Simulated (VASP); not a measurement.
# ZnSn3 (Fm-3m) in VASP: further runs

Runs on ZnSn3. Level: LDA. Tasks: single point, relaxation of volume and atoms at fixed shape.

Program: VASP 6.6.1. These are calculated values, not measurements. Logs are shortened: lines on timing, memory, paths and dates and some standing lists are left out, and cuts for length are marked.

## (1) The cell of the first run

It takes space group Fm-3m (No. 225, cubic). Conventional cell: a = 7.191 Å, b = 7.191 Å, c = 7.191 Å, α = 90.00°, β = 90.00°, γ = 90.00°. Zn (site symmetry m-3m) has 14 Sn at 3.11 to 3.60 Å within 4.1 Å. Sn (site symmetry -43m) has 4 Zn at 3.11 Å and 10 Sn at 3.11 to 3.60 Å within 4.1 Å. Sn (site symmetry m-3m) has 8 Sn at 3.11 Å and 6 Zn at 3.60 Å within 4.1 Å.

## (2) Single point, LDA

INCAR reads:

```
SYSTEM = ZnSn3
  PREC = Accurate
  ENCUT = 520
  EDIFF = 1E-6
  ISMEAR = 1
  SIGMA = 0.1
  LREAL = .False.
  LASPH = .True.
  NELM = 60
  ALGO = Normal
  ISIF = 2
  LWAVE = .False.
  LCHARG = .True.
  LELF = .True.
  LVHAR = .True.
  NBANDS = 35
```

KPOINTS reads:

```
Automatic mesh
0
Gamma
  6 6 6
  0 0 0
```

POSCAR reads:

```
ZnSn3
1.0
    0.0000000000      3.5955509626      3.5955509626
    3.5955509626      0.0000000000      3.5955509626
    3.5955509626      3.5955509626      0.0000000000
Zn Sn
1 3
Direct
    0.0000000000      0.0000000000      0.0000000000
    0.2500000000      0.2500000000      0.2500000000
    0.7500000000      0.7500000000      0.7500000000
    0.5000000000      0.5000000000      0.5000000000
```

Potentials or basis: VASP PAW LDA potentials, release 64 (Zn, Sn_d).

On the command line:

```
> cat potpaw_LDA.64/Zn/POTCAR potpaw_LDA.64/Sn_d/POTCAR > POTCAR
> mpirun -np 1 vasp_std > vasp.out
```

OUTCAR:

```text
SYSTEM = ZnSn3
   PREC = Accurate
   ENCUT = 520
   EDIFF = 1E-6
   ISMEAR = 1
   LREAL = .False.
   LASPH = .True.
   NELM = 60
   ISIF = 2

 ion  position               nearest neighbor table
   1  0.000  0.000  0.000-   3 3.11   3 3.11   3 3.11   2 3.11   2 3.11   2 3.11   3 3.11   2 3.11

   2  0.250  0.250  0.250-   1 3.11   1 3.11   1 3.11   4 3.11   4 3.11   4 3.11   4 3.11   1 3.11
                             3 3.60   3 3.60   3 3.60   3 3.60   3 3.60   3 3.60
   3  0.750  0.750  0.750-   4 3.11   4 3.11   4 3.11   1 3.11   1 3.11   1 3.11   4 3.11   1 3.11
                             2 3.60   2 3.60   2 3.60   2 3.60   2 3.60   2 3.60
   4  0.500  0.500  0.500-   2 3.11   2 3.11   2 3.11   3 3.11   3 3.11   3 3.11   3 3.11   2 3.11

  LATTYP: Found a face centered cubic cell.
 ALAT       =     7.1911019252

  Lattice vectors:

 A1 = (   0.0000000000,   3.5955509626,   3.5955509626)
 A2 = (   3.5955509626,   0.0000000000,   3.5955509626)
 A3 = (   3.5955509626,   3.5955509626,   0.0000000000)

Analysis of symmetry for initial positions (statically):
=====================================================================
 Subroutine PRICEL returns:
 Original cell was already a primitive cell.

 Routine SETGRP: Setting up the symmetry group for a
 face centered cubic supercell.

 Subroutine GETGRP returns: Found 48 space group operations
 (whereof 48 operations were pure point group operations)
 out of a pool of 48 trial point group operations.

The static configuration has the point symmetry O_h .

Analysis of symmetry for dynamics (positions and initial velocities):
=====================================================================
 Subroutine PRICEL returns:
 Original cell was already a primitive cell.

 Routine SETGRP: Setting up the symmetry group for a
 face centered cubic supercell.

 Subroutine GETGRP returns: Found 48 space group operations
 (whereof 48 operations were pure point group operations)
 out of a pool of 48 trial point group operations.

The dynamic configuration has the point symmetry O_h .

 Subroutine INISYM returns: Found 48 space group operations
 (whereof 48 operations are pure point group operations),
 and found     1 'primitive' translations

----------------------------------------------------------------------------------------

                                     Primitive cell

  volume of cell :      92.9665

[... 82 lines left out ...]
   NELM   =     60;   NELMIN=  2; NELMDL= -5     # of ELM steps
   EDIFF  = 0.1E-05   stopping-criterion for ELM
   LREAL  =      F    real-space projection
   EDIFFG = 0.1E-04   stopping-criterion for IOM
   NSW    =      0    number of steps for IOM
   IBRION =     -1    ionic relax: 0-MD 1-quasi-New 2-CG
   NFREE  =      0    steps in history (QN), initial steepest desc. (CG)
   ISIF   =      2    stress and relaxation
   ISYM   =      2    0-nonsym 1-usesym 2-fastsym
   POTIM  = 0.5000    time-step for ionic-motion
   TEBEG  =    0.0;   TEEND  =   0.0 temperature during run
   PSTRESS=    0.0 pullay stress
   NELECT =      54.0000    total number of electrons
   NUPDOWN=      -1.0000    fix difference up-down
   EMIN   =  10.00;   EMAX   =-10.00  energy-range for DOS
   EFERMI =   0.00;   METHOD = LEGACY
   ISMEAR =     1;   SIGMA  =   0.10  broadening in eV -4-tet -1-fermi 0-gaus
   EFERMI_NEDOS =   21; number of points for ismear=-14 and -15
   IALGO  =     38    algorithm
   IMIX   =      4    mixing-type and parameters
     AMIX     =   0.40;   BMIX     =  1.00
     AMIX_MAG =   1.60;   BMIX_MAG =  1.00
  volume/ion in A,a.u.               =      23.24       156.84
  Fermi-wavevector in a.u.,A,eV,Ry     =   1.365937  2.581246 25.385527  1.865784
  Thomas-Fermi vector in A             =   2.492122
   LORBIT       =      0    0 simple, 1 ext, 2 COOP (PROOUT), +10 PAW based schemes
   GGA     = CA    functional components
   LHFCALC =     F    Hartree Fock is set to
   AEXX    =    0.0000 exact exchange contribution
   IVDW    =     0    specifies the selected vdW correction
   LEPSILON=     F    determine dielectric tensor
   LRPA    =     F    only Hartree local field effects (RPA)
 non-spin polarized calculation
 Methfessel and Paxton  Order N= 1 SIGMA  =   0.10
  energy-cutoff  :      520.00
  volume of cell :       92.97
 maximum number of plane-waves:      2535
 NGX is ok and might be reduce to    40
   NGX = 19   NGY = 19   NGZ = 19

 number of electron      54.0000025 magnetization

 Free energy of the ion-electron system (eV)
  ---------------------------------------------------
  ext. energy  EPLUGINS =         0.00000000
  ---------------------------------------------------
  free energy    TOTEN  =       -14.61420673 eV

  energy without entropy =      -14.60919464  energy(sigma->0) =      -14.61253603

 E-fermi :   7.7355     XC(G=0): -11.0039

 val. band max:        7.6685196087   @ k =   0.3333   0.0000   0.0000
 cond. band min:       7.7558892960   @ k =  -0.3333   0.3333   0.1667
 fundamental gap:      0.0873696872
 Fermi energy:         7.7354848715

 k-point     1 :       0.0000    0.0000    0.0000
  band No.  band energies     occupation
      1     -14.0118      2.00000
      2     -14.0118      2.00000
      3     -14.0118      2.00000
      4     -14.0083      2.00000
      5     -14.0083      2.00000
      6     -13.8979      2.00000
[... 597 lines left out ...]
     34      13.5304      0.00000
     35      13.9938      0.00000

------------------------ aborting loop because EDIFF is reached ----------------------------------------

  FORCE on cell =-STRESS in cart. coord.  units (eV):
  Direction    XX          YY          ZZ          XY          YZ          ZX
  --------------------------------------------------------------------------------------
  -------------------------------------------------------------------------------------
  Total        0.0831368      0.0831368      0.0831368      0.0000000      0.0000000      0.0000000
  in kB        1.4327739      1.4327739      1.4327739      0.0000000      0.0000000      0.0000000
  external PRESSURE =       1.4327739 kB  Pullay stress =       0.0000000 kB

 VOLUME and BASIS-vectors are now :
 -----------------------------------------------------------------------------
  energy-cutoff  :      520.00
  volume of cell :       92.97
      direct lattice vectors                 reciprocal lattice vectors
     0.000000000  3.595550963  3.595550963    -0.139060746  0.139060746  0.139060746
     3.595550963  0.000000000  3.595550963     0.139060746 -0.139060746  0.139060746
     3.595550963  3.595550963  0.000000000     0.139060746  0.139060746 -0.139060746

 POSITION                                       TOTAL-FORCE (eV/Angst)
 -----------------------------------------------------------------------------------
      0.00000      0.00000      0.00000         0.000000      0.000000      0.000000
      1.79778      1.79778      1.79778         0.000000      0.000000      0.000000
      5.39333      5.39333      5.39333        -0.000000     -0.000000     -0.000000
      3.59555      3.59555      3.59555         0.000000      0.000000      0.000000
 -----------------------------------------------------------------------------------
    total drift:                               -0.000000      0.000000      0.000000

  FREE ENERGIE OF THE ION-ELECTRON SYSTEM (eV)
  ---------------------------------------------------
  free  energy   TOTEN  =       -14.6142067300 eV

  energy  without entropy=      -14.6091946423  energy(sigma->0) =      -14.61253603
```

OSZICAR:

```text
N       E                     dE             d eps       ncg     rms          rms(c)
DAV:   1     0.492688943093E+03    0.49269E+03   -0.27393E+04  1131   0.253E+03
DAV:   2     0.526208464504E+02   -0.44007E+03   -0.43184E+03  1120   0.566E+02
DAV:   3    -0.119153866663E+02   -0.64536E+02   -0.63843E+02  1231   0.192E+02
DAV:   4    -0.147543784485E+02   -0.28390E+01   -0.28276E+01  1267   0.439E+01
DAV:   5    -0.148337902192E+02   -0.79412E-01   -0.79400E-01  1467   0.724E+00    0.340E+00
DAV:   6    -0.146436058516E+02    0.19018E+00   -0.73544E-01  1390   0.128E+01    0.233E+00
DAV:   7    -0.146213192168E+02    0.22287E-01   -0.10674E-01  1238   0.362E+00    0.102E+00
DAV:   8    -0.146145573424E+02    0.67619E-02   -0.13210E-02  1292   0.113E+00    0.173E-01
DAV:   9    -0.146142278360E+02    0.32951E-03   -0.17821E-03  1401   0.583E-01    0.423E-02
DAV:  10    -0.146142079930E+02    0.19843E-04   -0.39985E-04  1266   0.213E-01    0.197E-02
DAV:  11    -0.146142066416E+02    0.13514E-05   -0.22914E-05  1660   0.518E-02    0.984E-03
DAV:  12    -0.146142067300E+02   -0.88407E-07   -0.47705E-06  1334   0.199E-02
   1 F= -.14614207E+02 E0= -.14612536E+02  d E =-.501209E-02
```

Wall time 65 s (1 thread of Intel Xeon Platinum 8175M at 2.50GHz (Skylake/Cascade Lake), shared host); peak memory 0.21 GiB.

What came out:

| Property | Result |
| --- | --- |
| Free energy | -14.6142 eV |
| Pressure | 0.1 GPa |
| Band gap on the k mesh | zero (band 27 reaches 10.77 eV, above the bottom of band 28 at 6.07 eV) |

Caveat: spin-orbit coupling is left out, which moves the levels of the heavy elements.

## (3) Relaxation of volume and atoms at fixed shape, LDA

This run uses another cell than the first one, of 25.34 Å³/atom, 1.090 times its volume.

INCAR reads:

```
PREC = Accurate ; ENCUT = 600
EDIFF = 1E-7 ; ISMEAR = 1
SIGMA = 0.1 ; LREAL = F
LASPH = T ; NELM = 60
ALGO = Normal ; ISIF = 8
LWAVE = F ; LCHARG = F
IBRION = 2 ; NSW = 60
EDIFFG = -0.03
```

KPOINTS reads:

```
Automatic mesh
0
Gamma
  6 6 6
```

POSCAR reads:

```
ZnSn3
1.0
    0.0000000000      3.7006940000      3.7006940000
    3.7006940000      0.0000000000      3.7006940000
    3.7006940000      3.7006940000      0.0000000000
Zn Sn
1 3
Direct
    0.0000000000      0.0000000000      0.0000000000
    0.2500000000      0.2500000000      0.2500000000
    0.7500000000      0.7500000000      0.7500000000
    0.5000000000      0.5000000000      0.5000000000
```

Potentials or basis: VASP PAW LDA potentials, release 64 (Zn, Sn_d).

On the command line:

```
> cat potpaw_LDA.64/Zn/POTCAR potpaw_LDA.64/Sn_d/POTCAR > POTCAR
> mpirun -np 1 vasp_std > vasp.out
```

It took 3.8 min on 1 thread of Intel Xeon Platinum 8175M at 2.50GHz (Skylake/Cascade Lake), shared host; peak memory 0.25 GiB.

The run converged. Its results:

| Property | Result |
| --- | --- |
| Free energy | -14.6154 eV |
| Relaxed volume | 23.29 Å³/atom |
| Relaxed cell | a = 5.089 Å, b = 5.089 Å, c = 5.089 Å, α = 60.00°, β = 60.00°, γ = 60.00° |
| Space group after relaxing (to 0.05 Å) | Fm-3m (No. 225) |
| Energy gained by relaxing | 29.5 meV/atom |
| Ionic steps | 3 |
| Pressure after relaxing | 0.0 GPa |
| Band gap on the k mesh | zero (band 27 reaches 10.73 eV, above the bottom of band 28 at 6.05 eV) |

The path:
```
step  energy change (eV)  largest force (eV/Å)  pressure (GPa)  volume (Å³)
   1              0.0000                0.0000           -4.25       101.36
   2             -0.1139                0.0000            0.96        91.82
   3             -0.1180                0.0000            0.00        93.17
```

Final structure:
```
Zn Sn
1.0
     0.00000    3.59823    3.59823
     3.59823    0.00000    3.59823
     3.59823    3.59823    0.00000
Zn Sn
1 3
Direct
  0.00000 0.00000 0.00000
  0.25000 0.25000 0.25000
  0.75000 0.75000 0.75000
  0.50000 0.50000 0.50000
```

Levels at points of the mesh, in eV from the Fermi level:
```
           k point  band 23  band 24  band 25  band 26  band 27  band 28  band 29  band 30  band 31  band 32
(0.00, 0.00, 0.00)    -3.66    -1.43    -1.43    -1.43    -1.27    -1.27    -1.27     0.21     0.57     0.57
(0.50, 0.00, 0.00)    -5.00    -2.93    -2.52    -2.52    -1.65    -1.65     2.03     2.26     3.88     3.88
(0.50, 0.50, 0.00)    -6.08    -4.61    -4.61    -4.38     3.03     3.03     3.25     3.75     3.82     3.82
```

Caveat: spin-orbit coupling is left out, which moves the levels of the heavy elements.
